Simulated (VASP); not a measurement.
# BaTe in VASP: a series of runs

The runs below take BaTe through single point, with HSE06.

Everything below comes from runs of VASP 6.6.1. Logs are shortened: lines on timing, memory, paths and dates and some standing lists are left out, and cuts for length are marked.

### Step 1. The cell of the first run

Symmetry: P4/mmm, No. 123, tetragonal system. Conventional cell: a = 4.245 Å, b = 4.245 Å, c = 4.129 Å, α = 90.00°, β = 90.00°, γ = 90.00°. Within 4.8 Å of Ba (site symmetry 4/mmm) lie 8 Te at 3.64 Å and 6 Ba at 4.13 to 4.24 Å. Within 4.8 Å of Te (site symmetry 4/mmm) lie 8 Ba at 3.64 Å and 6 Te at 4.13 to 4.24 Å.

### Step 2. Single point, HSE06 (uniaxial x strain -2.7%)

POSCAR reads:

```
BaTe
1.0
    4.1293591030      0.0000000000      0.0000000000
    0.0000000000      4.2448181569      0.0000000000
    0.0000000000      0.0000000000      4.2448181569
Ba Te
1 1
Direct
    0.0000000000      0.0000000000      0.0000000000
    0.5000000000      0.5000000000      0.5000000000
```

INCAR.step1 reads:

```
SYSTEM = BaTe
  PREC = Accurate
  ENCUT = 520
  EDIFF = 1E-5
  ISMEAR = 0
  SIGMA = 0.01
  LREAL = .FALSE.
  LASPH = .TRUE.
  NELM = 100
  ALGO = Normal
  ISIF = 2
  LWAVE = .TRUE.
  LCHARG = .FALSE.
  GGA = PE
  NBANDS = 15
```

INCAR.step2 reads:

```
SYSTEM = BaTe
  PREC = Accurate
  ENCUT = 520
  EDIFF = 1E-6
  ISMEAR = 0
  SIGMA = 0.01
  LREAL = .FALSE.
  LASPH = .TRUE.
  NELM = 100
  ALGO = Normal
  ISIF = 2
  LWAVE = .FALSE.
  LCHARG = .FALSE.
  GGA = PE
  LHFCALC = .TRUE.
  HFSCREEN = 0.2079
  PRECFOCK = Normal
  ISTART = 1
  NBANDS = 15
```

KPOINTS reads:

```
regular mesh
0
G
  4 4 4
  0 0 0
```

Potentials or basis: VASP PAW PBE potentials, release 64 (Ba_sv, Te).

Started as:

```console
cat potpaw_PBE.64/Ba_sv/POTCAR potpaw_PBE.64/Te/POTCAR > POTCAR
cp INCAR.step1 INCAR
mpirun -np 1 vasp_std > vasp.out
cp INCAR.step2 INCAR
mpirun -np 1 vasp_std > vasp.out
```

OUTCAR:

```text
SYSTEM = BaTe
   PREC = Accurate
   ENCUT = 520
   EDIFF = 1E-6
   ISMEAR = 0
   LREAL = .FALSE.
   LASPH = .TRUE.
   NELM = 100
   ISIF = 2
   GGA = PE
   LHFCALC = .TRUE.
   HFSCREEN = 0.2079
   PRECFOCK = Normal
   ISTART = 1

 ion  position               nearest neighbor table
   1  0.000  0.000  0.000-   2 3.64   2 3.64   2 3.64   2 3.64   2 3.64   2 3.64   2 3.64   2 3.64

   2  0.500  0.500  0.500-   1 3.64   1 3.64   1 3.64   1 3.64   1 3.64   1 3.64   1 3.64   1 3.64

  LATTYP: Found a simple tetragonal cell.
 ALAT       =     4.2448181569
 C/A-ratio  =     0.9728000000

  Lattice vectors:

 A1 = (   0.0000000000,   4.2448181569,   0.0000000000)
 A2 = (   0.0000000000,   0.0000000000,   4.2448181569)
 A3 = (   4.1293591030,   0.0000000000,   0.0000000000)

Analysis of symmetry for initial positions (statically):
=====================================================================
 Subroutine PRICEL returns:
 Original cell was already a primitive cell.

 Routine SETGRP: Setting up the symmetry group for a
 simple tetragonal supercell.

 Subroutine GETGRP returns: Found 16 space group operations
 (whereof 16 operations were pure point group operations)
 out of a pool of 16 trial point group operations.

The static configuration has the point symmetry D_4h.

Analysis of symmetry for dynamics (positions and initial velocities):
=====================================================================
 Subroutine PRICEL returns:
 Original cell was already a primitive cell.

 Routine SETGRP: Setting up the symmetry group for a
 simple tetragonal supercell.

 Subroutine GETGRP returns: Found 16 space group operations
 (whereof 16 operations were pure point group operations)
 out of a pool of 16 trial point group operations.

The dynamic configuration has the point symmetry D_4h.

 Subroutine INISYM returns: Found 16 space group operations
 (whereof 16 operations are pure point group operations),
 and found     1 'primitive' translations

----------------------------------------------------------------------------------------

                                     Primitive cell

  volume of cell :      74.4048

  direct lattice vectors                    reciprocal lattice vectors
     4.129359103  0.000000000  0.000000000     0.242168330  0.000000000  0.000000000
     0.000000000  4.244818157  0.000000000     0.000000000  0.235581352  0.000000000
     0.000000000  0.000000000  4.244818157     0.000000000  0.000000000  0.235581352

  length of vectors
     4.129359103  4.244818157  4.244818157     0.242168330  0.235581352  0.235581352

  position of ions in fractional coordinates (direct lattice)
     0.000000000  0.000000000  0.000000000
     0.500000000  0.500000000  0.500000000

  ion indices of the primitive-cell ions
   primitive index   ion index
                 1           1
                 2           2

----------------------------------------------------------------------------------------

 KPOINTS: regular mesh

Automatic generation of k-mesh.
 Grid dimensions read from file:
 generate k-points for:    4    4    4

 Generating k-lattice:

  Cartesian coordinates                     Fractional coordinates (reciprocal lattice)
     0.060542083  0.000000000  0.000000000     0.250000000  0.000000000  0.000000000
     0.000000000  0.058895338  0.000000000     0.000000000  0.250000000  0.000000000
     0.000000000  0.000000000  0.058895338     0.000000000  0.000000000  0.250000000

  Length of vectors
     0.060542083  0.058895338  0.058895338

  Shift w.r.t. Gamma in fractional coordinates (k-lattice)
     0.000000000  0.000000000  0.000000000

 Subroutine IBZKPT returns following result:
 ===========================================

 Found     18 irreducible k-points:

 Following reciprocal coordinates:
            Coordinates               Weight
  0.000000  0.000000  0.000000      1.000000
  0.250000  0.000000  0.000000      2.000000
  0.500000  0.000000  0.000000      1.000000
  0.000000  0.250000  0.000000      4.000000
  0.250000  0.250000  0.000000      8.000000
  0.500000  0.250000  0.000000      4.000000
[... 10 lines left out ...]
  0.250000  0.500000  0.500000      2.000000
  0.500000  0.500000  0.500000      1.000000
   k-points           NKPTS =     18   k-points in BZ     NKDIM =     64   number of bands    NBANDS=     15
   number of dos      NEDOS =    301   number of ions     NIONS =      2
   total plane-waves  NPLWV =  32768
   dimension x,y,z NGX =    32 NGY =   32 NGZ =   32
   dimension x,y,z NGXF=    64 NGYF=   64 NGZF=   64
   ions per type =               1   1
   NGX,Y,Z   is equivalent  to a cutoff of  12.88, 12.53, 12.53 a.u.
   NGXF,Y,Z  is equivalent  to a cutoff of  25.77, 25.07, 25.07 a.u.
 SYSTEM =  BaTe
   PREC   = accura    normal or accurate (medium, high low for compatibility)
   ISTART =      1    job   : 0-new  1-cont  2-samecut
   ICHARG =      0    charge: 1-file 2-atom 10-const
   ISPIN  =      1    spin polarized calculation?
   LNONCOLLINEAR =      F non collinear calculations
   LSORBIT =      F    spin-orbit coupling
   LASPH  =      T    aspherical Exc in radial PAW
   ENCUT  =  520.0 eV  38.22 Ry    6.18 a.u.   7.68  7.89  7.89*2*pi/ulx,y,z
   NELM   =    100;   NELMIN=  2; NELMDL=  0     # of ELM steps
   EDIFF  = 0.1E-05   stopping-criterion for ELM
   LREAL  =      F    real-space projection
   EDIFFG = 0.1E-04   stopping-criterion for IOM
   NSW    =      0    number of steps for IOM
   IBRION =     -1    ionic relax: 0-MD 1-quasi-New 2-CG
   NFREE  =      0    steps in history (QN), initial steepest desc. (CG)
   ISIF   =      2    stress and relaxation
   ISYM   =      3    0-nonsym 1-usesym 2-fastsym
   POTIM  = 0.5000    time-step for ionic-motion
   TEBEG  =    0.0;   TEEND  =   0.0 temperature during run
   PSTRESS=    0.0 pullay stress
   NELECT =      16.0000    total number of electrons
   NUPDOWN=      -1.0000    fix difference up-down
   EMIN   =  10.00;   EMAX   =-10.00  energy-range for DOS
   EFERMI =   0.00;   METHOD = LEGACY
   ISMEAR =     0;   SIGMA  =   0.01  broadening in eV -4-tet -1-fermi 0-gaus
   EFERMI_NEDOS =   21; number of points for ismear=-14 and -15
   IALGO  =     38    algorithm
   IMIX   =      1    mixing-type and parameters
     AMIX     =   0.40;   BMIX     =  1.00
     AMIX_MAG =   1.60;   BMIX_MAG =  1.00
  volume/ion in A,a.u.               =      37.20       251.05
  Fermi-wavevector in a.u.,A,eV,Ry     =   0.980802  1.853446 13.088424  0.961972
  Thomas-Fermi vector in A             =   2.111760
   LORBIT       =      0    0 simple, 1 ext, 2 COOP (PROOUT), +10 PAW based schemes
   GGA     = PE    functional components
   LHFCALC =     T    Hartree Fock is set to
   PRECFOCK=normal    Normal, Fast or Accurate (Low or Medium for compatibility)
   ENCUT4O =  -1.0   cutoff for four orbital integrals eV
   NKREDX  =     1    reduce k-point grid by
   NKREDY  =     1    reduce k-point grid by
   NKREDZ  =     1    reduce k-point grid by
   AEXX    =    0.2500 exact exchange contribution
   HFSCREEN=    0.2079 screening length (either q_TF or 0.3 A-1)
   HFSCREENC=   0.2079 screening length for correlation (either q_TF or 0.3 A-1)
   ENCUTFOCK=  -1.0 apply spherical cutoff to Coloumb kernel
   IVDW    =     0    specifies the selected vdW correction
   LEPSILON=     F    determine dielectric tensor
   LRPA    =     F    only Hartree local field effects (RPA)
 non-spin polarized calculation
 Gauss-broadening in eV      SIGMA  =   0.01
  energy-cutoff  :      520.00
  volume of cell :       74.40
 maximum number of plane-waves:      2016
 NGX is ok and might be reduce to    32
  NGX = 24; NGY = 24; NGZ = 24

 number of electron      15.9999999 magnetization

 Free energy of the ion-electron system (eV)
  ---------------------------------------------------
  ext. energy  EPLUGINS =         0.00000000
  ---------------------------------------------------
  free energy    TOTEN  =        -9.40967245 eV

  energy without entropy =       -9.40967245  energy(sigma->0) =       -9.40967245

 E-fermi :   3.9483     XC(G=0):  -7.4697

 val. band max:        3.8553717428   @ k =   0.0000   0.5000   0.5000
 cond. band min:       5.0408610932   @ k =   0.0000   0.0000   0.0000
 fundamental gap:      1.1854893504
 Fermi energy:         3.9483333171

 k-point     1 :       0.0000    0.0000    0.0000
  band No.  band energies     occupation
      1     -26.4096      2.00000
      2     -10.3847      2.00000
      3     -10.3847      2.00000
      4     -10.3536      2.00000
      5      -7.7537      2.00000
      6       3.1880      2.00000
      7       3.1880      2.00000
      8       3.4517      2.00000
      9       5.0409      0.00000
     10       5.0745      0.00000
     11       7.0020      0.00000
     12       9.1030      0.00000
     13       9.3190      0.00000
     14       9.3190      0.00000
     15      13.0800      0.00000

 k-point     2 :       0.2500    0.0000    0.0000
  band No.  band energies     occupation
      1     -26.3883      2.00000
      2     -10.7833      2.00000
      3     -10.3455      2.00000
      4     -10.3455      2.00000
      5      -7.2417      2.00000
      6       1.2334      2.00000
      7       2.9248      2.00000
      8       2.9248      2.00000
      9       5.4634      0.00000
     10       6.8623      0.00000
     11       8.9433      0.00000
     12       9.3561      0.00000
     13       9.4899      0.00000
     14       9.4899      0.00000
     15      10.8077      0.00000
[... 257 lines left out ...]
      3     -10.7181      2.00000
      4     -10.5076      2.00000
      5      -6.8784      2.00000
      6       0.8406      2.00000
      7       0.8406      2.00000
      8       1.6859      2.00000
      9       6.7617      0.00000
     10       8.2451      0.00000
     11       8.2451      0.00000
     12       9.8025      0.00000
     13      11.1368      0.00000
     14      11.6947      0.00000
     15      12.5217      0.00000

 k-point    18 :       0.5000    0.5000    0.5000
  band No.  band energies     occupation
      1     -26.3107      2.00000
      2     -10.7468      2.00000
      3     -10.6502      2.00000
      4     -10.6502      2.00000
      5      -6.5913      2.00000
      6       0.3470      2.00000
      7       0.3802      2.00000
      8       0.3802      2.00000
      9       9.2755      0.00000
     10       9.2755      0.00000
     11       9.4298      0.00000
     12      11.2402      0.00000
     13      11.2402      0.00000
     14      11.2499      0.00000
     15      11.3360      0.00000

------------------------ aborting loop because EDIFF is reached ----------------------------------------

  FORCE on cell =-STRESS in cart. coord.  units (eV):
  Direction    XX          YY          ZZ          XY          YZ          ZX
  --------------------------------------------------------------------------------------
  -------------------------------------------------------------------------------------
  Total        1.1724407      0.1122183      0.1122183      0.0000000      0.0000000     -0.0000000
  in kB       25.2464683      2.4164255      2.4164255      0.0000000      0.0000000     -0.0000000
  external PRESSURE =      10.0264398 kB  Pullay stress =       0.0000000 kB

 VOLUME and BASIS-vectors are now :
 -----------------------------------------------------------------------------
  energy-cutoff  :      520.00
  volume of cell :       74.40
      direct lattice vectors                 reciprocal lattice vectors
     4.129359103  0.000000000  0.000000000     0.242168330  0.000000000  0.000000000
     0.000000000  4.244818157  0.000000000     0.000000000  0.235581352  0.000000000
     0.000000000  0.000000000  4.244818157     0.000000000  0.000000000  0.235581352

 POSITION                                       TOTAL-FORCE (eV/Angst)
 -----------------------------------------------------------------------------------
      0.00000      0.00000      0.00000         0.000000      0.000000      0.000000
      2.06468      2.12241      2.12241         0.000000      0.000000      0.000000
 -----------------------------------------------------------------------------------
    total drift:                               -0.000000     -0.000000      0.000000

  FREE ENERGIE OF THE ION-ELECTRON SYSTEM (eV)
  ---------------------------------------------------
  free  energy   TOTEN  =        -9.4096724497 eV

  energy  without entropy=       -9.4096724497  energy(sigma->0) =       -9.40967245
```

Wall time 14 min (1 thread of Intel Xeon Platinum 8375C at 2.90GHz (Ice Lake), shared host); peak memory 0.3 GiB.

What came out:

```yaml
Free_energy: -9.4097 eV
Pressure: 1.0 GPa
Band_gap_on_the_k_mesh: 1.19 eV (least direct gap 1.39 eV)
```

Caveat: the cell differs from its parent crystal (uniaxial x strain -2.7%); the structure was generated, so it needn't be the stable form of BaTe; the PAW data sets were made with another functional, which shifts forces and pressure a little; spin-orbit coupling is left out, which moves the levels of the heavy elements. A k mesh can miss the band edges.

### Step 3. Single point, HSE06 (shear xy strain +1.2%)

POSCAR reads:

```
BaTe
1.0
    4.2448181569      0.0250444271      0.0000000000
    0.0250444271      4.2448181569      0.0000000000
    0.0000000000      0.0000000000      4.2448181569
Ba Te
1 1
Direct
    0.0000000000      0.0000000000      0.0000000000
    0.5000000000      0.5000000000      0.5000000000
```

INCAR.step1 reads:

```
ALGO = Normal
EDIFF = 1E-5
ENCUT = 520
GGA = PE
ISIF = 2
ISMEAR = 0
LASPH = True
LCHARG = False
LREAL = False
LWAVE = True
NBANDS = 15
NELM = 100
PREC = Accurate
SIGMA = 0.01
```

INCAR.step2 reads:

```
ALGO = Normal
EDIFF = 1E-6
ENCUT = 520
GGA = PE
HFSCREEN = 0.2079
ISIF = 2
ISMEAR = 0
ISTART = 1
LASPH = True
LCHARG = False
LHFCALC = True
LREAL = False
LWAVE = False
NBANDS = 15
NELM = 100
PREC = Accurate
PRECFOCK = Normal
SIGMA = 0.01
```

KPOINTS reads:

```
k-points
0
Gamma
  4 4 4
```

Potentials or basis: VASP PAW PBE potentials, release 64 (Ba_sv, Te).

Started as:

```console
cat potpaw_PBE.64/Ba_sv/POTCAR potpaw_PBE.64/Te/POTCAR > POTCAR
cp INCAR.step1 INCAR
mpirun -np 1 vasp_std > vasp.out
cp INCAR.step2 INCAR
mpirun -np 1 vasp_std > vasp.out
```

It took 14 min on 1 thread of Intel Xeon Platinum 8375C at 2.90GHz (Ice Lake), shared host; peak memory 0.31 GiB.

It converged, with:

```yaml
Free_energy: -9.4257 eV
Pressure: 0.0 GPa
Band_gap_on_the_k_mesh: 1.44 eV (least direct gap 1.65 eV)
```

Stress tensor (GPa, compression positive):
```
 0.01 -0.09  0.00
-0.09  0.01  0.00
 0.00  0.00  0.01
```

Levels at points of the mesh, in eV from the valence-band top:
| k point | band 4 | band 5 | band 6 | band 7 | band 8 | band 9 | band 10 | band 11 | band 12 | band 13 |
| --- | --- | --- | --- | --- | --- | --- | --- | --- | --- | --- |
| (0.00, 0.00, 0.00) | -14.11 | -11.35 | -0.43 | -0.43 | -0.42 | 1.44 | 1.44 | 3.13 | 5.45 | 5.48 |
| (0.50, 0.00, 0.00) | -14.05 | -10.45 | -3.72 | -0.93 | -0.93 | 2.38 | 5.54 | 5.75 | 5.94 | 5.96 |
| (0.50, 0.50, 0.00) | -14.01 | -10.70 | -2.31 | -2.26 | 0.00 | 1.65 | 3.27 | 3.69 | 3.69 | 7.32 |
| (0.00, 0.00, 0.50) | -14.05 | -10.45 | -3.72 | -0.98 | -0.88 | 2.38 | 5.55 | 5.75 | 5.88 | 6.03 |
| (0.50, 0.00, 0.50) | -14.01 | -10.70 | -2.29 | -2.29 | 0.00 | 1.65 | 3.26 | 3.69 | 3.70 | 7.32 |
| (0.50, 0.50, 0.50) | -14.39 | -10.26 | -3.20 | -3.20 | -3.20 | 5.46 | 5.52 | 5.59 | 7.35 | 7.41 |

Caveat: the cell differs from its parent crystal (shear xy strain +1.2%); the structure was generated, so it needn't be the stable form of BaTe; the PAW data sets were made with another functional, which shifts forces and pressure a little; spin-orbit coupling is left out, which moves the levels of the heavy elements.
